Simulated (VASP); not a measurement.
# Pt (Fd-3m) in VASP: a series of runs

Runs on Pt. Level: r2SCAN. Tasks: single point.

All numbers are computed with VASP 6.6.1; they aren't measurements. Logs are shortened: lines on timing, memory, paths and dates and some standing lists are left out, and cuts for length are marked.

### Step 1. The cell of the first run

Symmetry: Fd-3m, No. 227, cubic system. Conventional cell: a = 5.814 Å, b = 5.814 Å, c = 5.814 Å, α = 90.00°, β = 90.00°, γ = 90.00°. Pt (site symmetry -43m) has 4 Pt at 2.52 Å within 3.3 Å.

This isn't the form of Pt at room conditions, which is fcc.

### Step 2. Single point, r2SCAN, collinear spin (24.56 Å³/atom)

POSCAR reads:

```
Pt
1.0
    0.0000000000      2.9067929182      2.9067929182
    2.9067929182      0.0000000000      2.9067929182
    2.9067929182      2.9067929182      0.0000000000
Pt
2
Direct
    0.1250000000      0.1250000000      0.1250000000
    0.8750000000      0.8750000000      0.8750000000
```

INCAR.step1 reads:

```
SYSTEM = Pt
PREC = Accurate
ENCUT = 520
ISMEAR = -1
SIGMA = 0.05
LREAL = .False.
LASPH = .True.
NELM = 150
ISPIN = 2
MAGMOM = -0.668 -0.668
LMAXMIX = 4
NBANDS = 21
GGA = PE
ALGO = Normal
EDIFF = 1E-4
LWAVE = .True.
LCHARG = .False.
```

INCAR.step2 reads:

```
SYSTEM = Pt
PREC = Accurate
ENCUT = 520
EDIFF = 1E-6
ISMEAR = -1
SIGMA = 0.05
LREAL = .False.
LASPH = .True.
NELM = 150
ALGO = Normal
ISIF = 2
LWAVE = .False.
LCHARG = .True.
ISPIN = 2
MAGMOM = -0.668 -0.668
LORBIT = 11
LMAXMIX = 4
METAGGA = R2SCAN
LMIXTAU = .True.
LELF = .True.
LVHAR = .True.
NBANDS = 21
ISTART = 1
```

KPOINTS reads:

```
regular mesh
0
Gamma
  11 11 11
  0 0 0
```

Potentials or basis: VASP PAW PBE potentials, release 64 (Pt).

Started as:

```bash
> cat potpaw_PBE.64/Pt/POTCAR > POTCAR
> cp INCAR.step1 INCAR
> mpirun -np 1 vasp_std > vasp.out
> cp INCAR.step2 INCAR
> mpirun -np 1 vasp_std > vasp.out
```

OUTCAR:

```text
SYSTEM = Pt
   PREC = Accurate
   ENCUT = 520
   EDIFF = 1E-6
   ISMEAR = -1
   LREAL = .False.
   LASPH = .True.
   NELM = 150
   ISIF = 2
   ISPIN = 2
   LORBIT = 11
   METAGGA = R2SCAN
   ISTART = 1

 ion  position               nearest neighbor table
   1  0.125  0.125  0.125-   2 2.52   2 2.52   2 2.52   2 2.52
   2  0.875  0.875  0.875-   1 2.52   1 2.52   1 2.52   1 2.52

  LATTYP: Found a face centered cubic cell.
 ALAT       =     5.8135858364

  Lattice vectors:

 A1 = (   0.0000000000,   2.9067929182,   2.9067929182)
 A2 = (   2.9067929182,   0.0000000000,   2.9067929182)
 A3 = (   2.9067929182,   2.9067929182,   0.0000000000)

Analysis of symmetry for initial positions (statically):
=====================================================================
 Subroutine PRICEL returns:
 Original cell was already a primitive cell.

 Routine SETGRP: Setting up the symmetry group for a
 face centered cubic supercell.

 Subroutine GETGRP returns: Found 48 space group operations
 (whereof 12 operations were pure point group operations)
 out of a pool of 48 trial point group operations.

The static configuration has the point symmetry D_3d.
 The point group associated with its full space group is O_h .

Analysis of symmetry for dynamics (positions and initial velocities):
=====================================================================
 Subroutine PRICEL returns:
 Original cell was already a primitive cell.

 Routine SETGRP: Setting up the symmetry group for a
 face centered cubic supercell.

 Subroutine GETGRP returns: Found 48 space group operations
 (whereof 12 operations were pure point group operations)
 out of a pool of 48 trial point group operations.

The dynamic configuration has the point symmetry D_3d.
 The point group associated with its full space group is O_h .

Analysis of structural, dynamic, and magnetic symmetry:
=====================================================================
 Subroutine PRICEL returns:
 Original cell was already a primitive cell.

 Routine SETGRP: Setting up the symmetry group for a
 face centered cubic supercell.

 Subroutine GETGRP returns: Found 48 space group operations
 (whereof 12 operations were pure point group operations)
 out of a pool of 48 trial point group operations.

The overall configuration has the point symmetry D_3d.
 The point group associated with its full space group is O_h .

 Subroutine INISYM returns: Found 48 space group operations
 (whereof 12 operations are pure point group operations),
 and found     1 'primitive' translations

[... 115 lines left out ...]
  volume/ion in A,a.u.               =      24.56       165.74
  Fermi-wavevector in a.u.,A,eV,Ry     =   1.213372  2.292941 20.031481  1.472272
  Thomas-Fermi vector in A             =   2.348826
   LORBIT       =     11    0 simple, 1 ext, 2 COOP (PROOUT), +10 PAW based schemes
   METAGGA = R2SCAN    functional components
   LHFCALC =     F    Hartree Fock is set to
   AEXX    =    0.0000 exact exchange contribution
   IVDW    =     0    specifies the selected vdW correction
   LEPSILON=     F    determine dielectric tensor
   LRPA    =     F    only Hartree local field effects (RPA)
 spin polarized calculation
  energy-cutoff  :      520.00
  volume of cell :       49.12
 maximum number of plane-waves:      1363
   NGX = 15   NGY = 15   NGZ = 15

 number of electron      20.0000000 magnetization      -1.4409777

 Free energy of the ion-electron system (eV)
  ---------------------------------------------------
  ext. energy  EPLUGINS =         0.00000000
  ---------------------------------------------------
  free energy    TOTEN  =      -100.79711007 eV

  energy without entropy =     -100.77604574  energy(sigma->0) =     -100.78657791

 E-fermi :   4.6435     XC(G=0): -11.0511

 val. band max:        4.6349948529   @ k =   0.4545   0.3636   0.0000
 cond. band min:       4.6601249591   @ k =   0.3636   0.3636   0.0000
 fundamental gap:      0.0251301063
 Fermi energy:         4.6435457921

 spin component 1

 k-point     1 :       0.0000    0.0000    0.0000
  band No.  band energies     occupation
      1      -2.4072      1.00000
      2       0.3247      1.00000
      3       0.3247      1.00000
      4       0.4934      1.00000
      5       0.4934      1.00000
      6       0.4934      1.00000
[... 565 lines left out ...]
     20      20.7698      0.00000
     21      23.1068      0.00000

 [... further k-points ...]

 spin component 2

 k-point     1 :       0.0000    0.0000    0.0000
  band No.  band energies     occupation
      1      -2.4437      1.00000
      2      -0.1342      1.00000
      3      -0.1342      1.00000
      4       0.0083      1.00000
      5       0.0083      1.00000
      6       0.0083      1.00000
[... 565 lines left out ...]
     20      20.6054      0.00000
     21      22.9461      0.00000

 [... further k-points ...]

------------------------ aborting loop because EDIFF is reached ----------------------------------------

  FORCE on cell =-STRESS in cart. coord.  units (eV):
  Direction    XX          YY          ZZ          XY          YZ          ZX
  --------------------------------------------------------------------------------------
  -------------------------------------------------------------------------------------
  Total       -1.3509592     -1.3509592     -1.3509592     -0.0000000     -0.0000000      0.0000000
  in kB      -44.0636570    -44.0636570    -44.0636570     -0.0000000     -0.0000000      0.0000000
  external PRESSURE =     -44.0636570 kB  Pullay stress =       0.0000000 kB

 VOLUME and BASIS-vectors are now :
 -----------------------------------------------------------------------------
  energy-cutoff  :      520.00
  volume of cell :       49.12
      direct lattice vectors                 reciprocal lattice vectors
     0.000000000  2.906792918  2.906792918    -0.172010877  0.172010877  0.172010877
     2.906792918  0.000000000  2.906792918     0.172010877 -0.172010877  0.172010877
     2.906792918  2.906792918  0.000000000     0.172010877  0.172010877 -0.172010877

 POSITION                                       TOTAL-FORCE (eV/Angst)
 -----------------------------------------------------------------------------------
      0.72670      0.72670      0.72670        -0.000000     -0.000000     -0.000000
      5.08689      5.08689      5.08689         0.000000      0.000000      0.000000
 -----------------------------------------------------------------------------------
    total drift:                                0.000000      0.000000     -0.000000

  FREE ENERGIE OF THE ION-ELECTRON SYSTEM (eV)
  ---------------------------------------------------
  free  energy   TOTEN  =      -100.7971100706 eV

  energy  without entropy=     -100.7760457400  energy(sigma->0) =     -100.78657791

 total charge

# of ion       s       p       d       tot
------------------------------------------
    1        0.721   0.429   7.989   9.139
    2        0.721   0.429   7.989   9.139
--------------------------------------------------
tot          1.442   0.858  15.977  18.278

 magnetization (x)

# of ion       s       p       d       tot
------------------------------------------
    1        0.001   0.008  -0.709  -0.700
    2        0.001   0.008  -0.709  -0.700
--------------------------------------------------
tot          0.002   0.015  -1.418  -1.401
```

OSZICAR.step1:

```text
N       E                     dE             d eps       ncg     rms          rms(c)
DAV:   1     0.952467301557E+02    0.95247E+02   -0.90740E+03  4704   0.837E+02
DAV:   2    -0.841064158050E+01   -0.10366E+03   -0.96616E+02  5297   0.192E+02
DAV:   3    -0.107367023248E+02   -0.23261E+01   -0.23006E+01  5643   0.275E+01
DAV:   4    -0.107563082220E+02   -0.19606E-01   -0.19603E-01  5257   0.266E+00
DAV:   5    -0.107566792375E+02   -0.37102E-03   -0.37101E-03  5476   0.398E-01    0.121E+01
DAV:   6    -0.101108198994E+02    0.64586E+00   -0.16180E+00  4949   0.816E+00    0.711E+00
DAV:   7    -0.100800773400E+02    0.30743E-01   -0.40096E-02  5247   0.123E+00    0.386E+00
DAV:   8    -0.100712399973E+02    0.88373E-02   -0.40210E-03  5032   0.336E-01    0.164E+00
DAV:   9    -0.100709520538E+02    0.28794E-03   -0.46637E-04  5331   0.114E-01    0.648E-02
DAV:  10    -0.100709682830E+02   -0.16229E-04   -0.62813E-05  4013   0.437E-02
   1 F= -.10070968E+02 E0= -.10050319E+02  d E =-.412983E-01  mag=    -0.7193
```

Wall time 6 min (1 thread of Intel Xeon 8259CL, shared host); peak memory 0.27 GiB.

What came out:

| Quantity | Value |
| --- | --- |
| Free energy | -100.7971 eV |
| Pressure | -4.4 GPa |
| Net moment | -1.44 μB per cell |
| Site moments | Pt -0.70 μB |
| Valence electrons inside the program's atomic spheres | Pt 9.14 |

Caveat: the cell stands under tension; the PAW data sets were made with another functional, which shifts forces and pressure a little; spin-orbit coupling is left out, which moves the levels of the heavy elements.

### Step 3. Single point, r2SCAN, collinear spin (25.51 Å³/atom)

This run uses another cell than the first one, of 25.51 Å³/atom.

POSCAR reads:

```
Pt
1.0
    0.0000000000      2.9435916717      2.9435916717
    2.9435916717      0.0000000000      2.9435916717
    2.9435916717      2.9435916717      0.0000000000
Pt
2
Direct
    0.1250000000      0.1250000000      0.1250000000
    0.8750000000      0.8750000000      0.8750000000
```

INCAR.step1 reads:

```
  ALGO = Normal
  EDIFF = 1E-4
  ENCUT = 520
  GGA = PE
  ISMEAR = -1
  ISPIN = 2
  LASPH = T
  LCHARG = F
  LMAXMIX = 4
  LREAL = F
  LWAVE = T
  MAGMOM = -0.668 -0.668
  NBANDS = 21
  NELM = 150
  PREC = Accurate
  SIGMA = 0.05
```

INCAR.step2 reads:

```
  ALGO = Normal
  EDIFF = 1E-7
  ENCUT = 520
  ISIF = 2
  ISMEAR = -1
  ISPIN = 2
  ISTART = 1
  LASPH = T
  LCHARG = F
  LMAXMIX = 4
  LMIXTAU = T
  LORBIT = 11
  LREAL = F
  LWAVE = F
  MAGMOM = -0.668 -0.668
  METAGGA = R2SCAN
  NBANDS = 21
  NELM = 150
  PREC = Accurate
  SIGMA = 0.05
```

KPOINTS reads:

```
k-points
0
Gamma
  11 11 11
```

Potentials or basis: VASP PAW PBE potentials, release 64 (Pt).

Started as:

```bash
> cat potpaw_PBE.64/Pt/POTCAR > POTCAR
> cp INCAR.step1 INCAR
> mpirun -np 1 vasp_std > vasp.out
> cp INCAR.step2 INCAR
> mpirun -np 1 vasp_std > vasp.out
```

OUTCAR:

```text
EDIFF = 1E-7
   ENCUT = 520
   ISIF = 2
   ISMEAR = -1
   ISPIN = 2
   ISTART = 1
   LASPH = T
   LORBIT = 11
   LREAL = F
   METAGGA = R2SCAN
   NELM = 150
   PREC = Accurate

 ion  position               nearest neighbor table
   1  0.125  0.125  0.125-   2 2.55   2 2.55   2 2.55   2 2.55
   2  0.875  0.875  0.875-   1 2.55   1 2.55   1 2.55   1 2.55

  LATTYP: Found a face centered cubic cell.
 ALAT       =     5.8871833434

  Lattice vectors:

 A1 = (   0.0000000000,   2.9435916717,   2.9435916717)
 A2 = (   2.9435916717,   0.0000000000,   2.9435916717)
 A3 = (   2.9435916717,   2.9435916717,   0.0000000000)

Analysis of symmetry for initial positions (statically):
=====================================================================
 Subroutine PRICEL returns:
 Original cell was already a primitive cell.

 Routine SETGRP: Setting up the symmetry group for a
 face centered cubic supercell.

 Subroutine GETGRP returns: Found 48 space group operations
 (whereof 12 operations were pure point group operations)
 out of a pool of 48 trial point group operations.

The static configuration has the point symmetry D_3d.
 The point group associated with its full space group is O_h .

Analysis of symmetry for dynamics (positions and initial velocities):
=====================================================================
 Subroutine PRICEL returns:
 Original cell was already a primitive cell.

 Routine SETGRP: Setting up the symmetry group for a
 face centered cubic supercell.

 Subroutine GETGRP returns: Found 48 space group operations
 (whereof 12 operations were pure point group operations)
 out of a pool of 48 trial point group operations.

The dynamic configuration has the point symmetry D_3d.
 The point group associated with its full space group is O_h .

Analysis of structural, dynamic, and magnetic symmetry:
=====================================================================
 Subroutine PRICEL returns:
 Original cell was already a primitive cell.

 Routine SETGRP: Setting up the symmetry group for a
[... 149 lines left out ...]
  ---------------------------------------------------
  free energy    TOTEN  =      -100.72390088 eV

  energy without entropy =     -100.70243299  energy(sigma->0) =     -100.71316693

 E-fermi :   4.2179     XC(G=0): -10.8323

 val. band max:        4.2173472786   @ k =  -0.0909   0.0909   0.0000
 cond. band min:       4.2213917480   @ k =   0.0909   0.0909   0.0000
 fundamental gap:      0.0040444694
 Fermi energy:         4.2179271543

 spin component 1

 k-point     1 :       0.0000    0.0000    0.0000
  band No.  band energies     occupation
      1      -2.5717      1.00000
      2       0.1243      1.00000
      3       0.1243      1.00000
      4       0.2691      1.00000
      5       0.2691      1.00000
      6       0.2691      1.00000
[... 565 lines left out ...]
     20      20.0674      0.00000
     21      22.3110      0.00000

 [... further k-points ...]

 spin component 2

 k-point     1 :       0.0000    0.0000    0.0000
  band No.  band energies     occupation
      1      -2.6093      1.00000
      2      -0.3352      1.00000
      3      -0.3352      1.00000
      4      -0.2295      1.00000
      5      -0.2295      1.00000
      6      -0.2295      1.00000
[... 565 lines left out ...]
     20      19.8996      0.00000
     21      22.1578      0.00000

 [... further k-points ...]

------------------------ aborting loop because EDIFF is reached ----------------------------------------

  FORCE on cell =-STRESS in cart. coord.  units (eV):
  Direction    XX          YY          ZZ          XY          YZ          ZX
  --------------------------------------------------------------------------------------
  -------------------------------------------------------------------------------------
  Total       -2.5199136     -2.5199136     -2.5199136      0.0000000     -0.0000000     -0.0000000
  in kB      -79.1468328    -79.1468328    -79.1468328      0.0000000     -0.0000000     -0.0000000
  external PRESSURE =     -79.1468328 kB  Pullay stress =       0.0000000 kB

 VOLUME and BASIS-vectors are now :
 -----------------------------------------------------------------------------
  energy-cutoff  :      520.00
  volume of cell :       51.01
      direct lattice vectors                 reciprocal lattice vectors
     0.000000000  2.943591672  2.943591672    -0.169860516  0.169860516  0.169860516
     2.943591672  0.000000000  2.943591672     0.169860516 -0.169860516  0.169860516
     2.943591672  2.943591672  0.000000000     0.169860516  0.169860516 -0.169860516

 POSITION                                       TOTAL-FORCE (eV/Angst)
 -----------------------------------------------------------------------------------
      0.73590      0.73590      0.73590        -0.000000     -0.000000     -0.000000
      5.15129      5.15129      5.15129         0.000000      0.000000      0.000000
 -----------------------------------------------------------------------------------
    total drift:                                0.000000      0.000000     -0.000000

  FREE ENERGIE OF THE ION-ELECTRON SYSTEM (eV)
  ---------------------------------------------------
  free  energy   TOTEN  =      -100.7239008765 eV

  energy  without entropy=     -100.7024329886  energy(sigma->0) =     -100.71316693

 total charge

# of ion       s       p       d       tot
------------------------------------------
    1        0.704   0.397   7.974   9.075
    2        0.704   0.397   7.974   9.075
--------------------------------------------------
tot          1.408   0.794  15.948  18.150

 magnetization (x)

# of ion       s       p       d       tot
------------------------------------------
    1        0.000   0.009  -0.722  -0.713
    2        0.000   0.009  -0.722  -0.713
--------------------------------------------------
tot          0.001   0.017  -1.445  -1.427
```

Run time: 5.7 min. Hardware: 1 thread of Intel Xeon 8259CL, shared host; peak memory 0.27 GiB.

Results:

```
Free energy                                           : -100.7239 eV
Pressure                                              : -7.9 GPa
Net moment                                            : -1.46 μB per cell
Site moments                                          : Pt -0.71 μB
Valence electrons inside the program's atomic spheres : Pt 9.07
```

Levels at points of the mesh, in eV from the Fermi level:
Spin up:
| k point | band 8 | band 9 | band 10 | band 11 | band 12 | band 13 |
| --- | --- | --- | --- | --- | --- | --- |
| (0.00, 0.00, 0.00) | -1.43 | -1.43 | 0.10 | 0.10 | 10.74 | 10.76 |
Spin down:
| k point | band 7 | band 8 | band 9 | band 10 | band 11 | band 12 | band 13 | band 14 | band 15 | band 16 |
| --- | --- | --- | --- | --- | --- | --- | --- | --- | --- | --- |
| (0.00, 0.00, 0.00) | -2.13 | -2.13 | -2.13 | -0.54 | -0.54 | 10.24 | 10.70 | 11.38 | 11.38 | 11.38 |

Caveat: the cell stands under tension; the PAW data sets were made with another functional, which shifts forces and pressure a little; spin-orbit coupling is left out, which moves the levels of the heavy elements.

### Step 4. Single point, r2SCAN, collinear spin (26.45 Å³/atom)

This run uses another cell than the first one, of 26.45 Å³/atom.

POSCAR reads:

```
Pt
1.0
    0.0000000000      2.9794926693      2.9794926693
    2.9794926693      0.0000000000      2.9794926693
    2.9794926693      2.9794926693      0.0000000000
Pt
2
Direct
    0.1250000000      0.1250000000      0.1250000000
    0.8750000000      0.8750000000      0.8750000000
```

INCAR.step1 reads:

```
PREC = Accurate
ENCUT = 520
ISMEAR = -1
SIGMA = 0.05
LREAL = F
LASPH = T
NELM = 150
ISPIN = 2
MAGMOM = -0.668 -0.668
LMAXMIX = 4
NBANDS = 21
GGA = PE
ALGO = Normal
EDIFF = 1E-4
LWAVE = T
LCHARG = F
```

INCAR.step2 reads:

```
PREC = Accurate
ENCUT = 520
EDIFF = 1E-6
ISMEAR = -1
SIGMA = 0.05
LREAL = F
LASPH = T
NELM = 150
ALGO = Normal
ISIF = 2
LWAVE = F
LCHARG = F
ISPIN = 2
MAGMOM = -0.668 -0.668
LORBIT = 11
LMAXMIX = 4
METAGGA = R2SCAN
LMIXTAU = T
NBANDS = 21
ISTART = 1
```

KPOINTS reads:

```
Automatic mesh
0
Gamma
  11 11 11
```

Started as:

```bash
> cat potpaw_PBE.64/Pt/POTCAR > POTCAR
> cp INCAR.step1 INCAR
> mpirun -np 1 vasp_std > vasp.out
> cp INCAR.step2 INCAR
> mpirun -np 1 vasp_std > vasp.out
```

Run time: 4.8 min. Hardware: 1 thread of Intel Xeon 8259CL, shared host; peak memory 0.27 GiB.

It converged, with:

```yaml
Free_energy: -100.6143 eV
Pressure: -10.6 GPa
Net_moment: -1.48 μB per cell
Site_moments: Pt -0.72 μB
Valence_electrons_inside_the_program's_atomic_spheres: Pt 9.02
```

Levels at points of the mesh, in eV from the Fermi level:
Spin up:
| k point | band 7 | band 8 | band 9 | band 10 | band 11 | band 12 | band 13 | band 14 |
| --- | --- | --- | --- | --- | --- | --- | --- | --- |
| (0.00, 0.00, 0.00) | -1.34 | -1.34 | -1.34 | 0.07 | 0.07 | 10.50 | 10.58 | 11.27 |
Spin down:
```csv
k point,band 9,band 10,band 11,band 12,band 13,band 14
"(0.00, 0.00, 0.00)",-2.06,-0.57,-0.57,9.96,10.55,11.06
```

Caveat: the cell stands under tension; the PAW data sets were made with another functional, which shifts forces and pressure a little; spin-orbit coupling is left out, which moves the levels of the heavy elements.

### Step 5. Overview

```csv
cell,gap on the mesh (eV),pressure (GPa),moment (μB)
"a = 4.111 Å, angles 60.0°, 2 atoms",none,-4.4,1.44
"a = 4.163 Å, angles 60.0°, 2 atoms",none,-7.9,1.46
"a = 4.214 Å, angles 60.0°, 2 atoms",none,-10.6,1.48
```

Alike in all rows: task single point; level r2SCAN; potentials or basis VASP PAW PBE potentials, release 64 (Pt); spin collinear; k mesh 11 × 11 × 11; cutoff (eV) 520; smearing fermi-dirac 0.05 eV.

Caveats: the cell stands under tension; the PAW data sets were made with another functional, which shifts forces and pressure a little; spin-orbit coupling is left out, which moves the levels of the heavy elements.

Absolute energies hang on the potentials; compare differences alone.

The gap in the log of VASP goes by the Fermi energy; the results here count the filled bands.